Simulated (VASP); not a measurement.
Write the native input for VASP 6.6.1 that does the following.

| Property | Result |
| --- | --- |
| Task | single point |
| Functional | PBE |
| Potentials or basis | VASP PAW PBE potentials, release 64 (Al, B, As) |
| Cutoff | 520 eV |
| k mesh | 6 × 4 × 4 |
| Occupations | gaussian, width 0.1 eV |
| Spin | no spin polarisation |
| Dipole correction | no |
| Further INCAR settings | ALGO = Normal; EDIFF = 1e-06; NBANDS = 26 |

The structure of AlB3As4 lies in POSCAR:

```
AlB3As4
1.0
    3.6207177200      0.0000000000      0.0000000000
    0.0000000000      3.6207177200      5.1204681100
    0.0000000000     -3.6207177200      5.1204681100
Al B As
1 3 4
Direct
    0.5000000000      0.0000000000      0.0000000000
    0.0000000000      0.5000000000      0.0000000000
    0.0000000000      0.0000000000      0.5000000000
    0.5000000000      0.5000000000      0.5000000000
    0.0000000000      0.6250000000      0.6250000000
    0.0000000000      0.1250000000      0.1250000000
    0.5000000000      0.1250000000      0.6250000000
    0.5000000000      0.6250000000      0.1250000000
```

The input as run:

INCAR

```
  PREC = Accurate
  ENCUT = 520
  EDIFF = 1E-6
  ISMEAR = 0
  SIGMA = 0.1
  LREAL = F
  LASPH = T
  NELM = 80
  ALGO = Normal
  ISIF = 2
  LWAVE = F
  LCHARG = F
  GGA = PE
  NBANDS = 26
```

KPOINTS

```
regular mesh
0
Gamma
  6 4 4
```

Potentials or basis: VASP PAW PBE potentials, release 64 (Al, B, As).

The run is started by

```sh
$ cat potpaw_PBE.64/Al/POTCAR potpaw_PBE.64/B/POTCAR potpaw_PBE.64/As/POTCAR > POTCAR
$ mpirun -np 1 vasp_std > vasp.out
```

It gave:

| Property | Result |
| --- | --- |
| Pressure | 0.0 GPa |
| Largest force | 4.316 eV/Å |
| Band gap on the k mesh | 1.03 eV (least direct gap 1.25 eV) |

Caveat: forces of over 1 eV/Å act on the atoms, so gaps and moduli don't describe the material at rest.

Wall time 51 s on 1 thread of AMD EPYC 9R45 96-Core Processor (Zen 5), with other jobs on the host, peak memory 0.25 GiB.
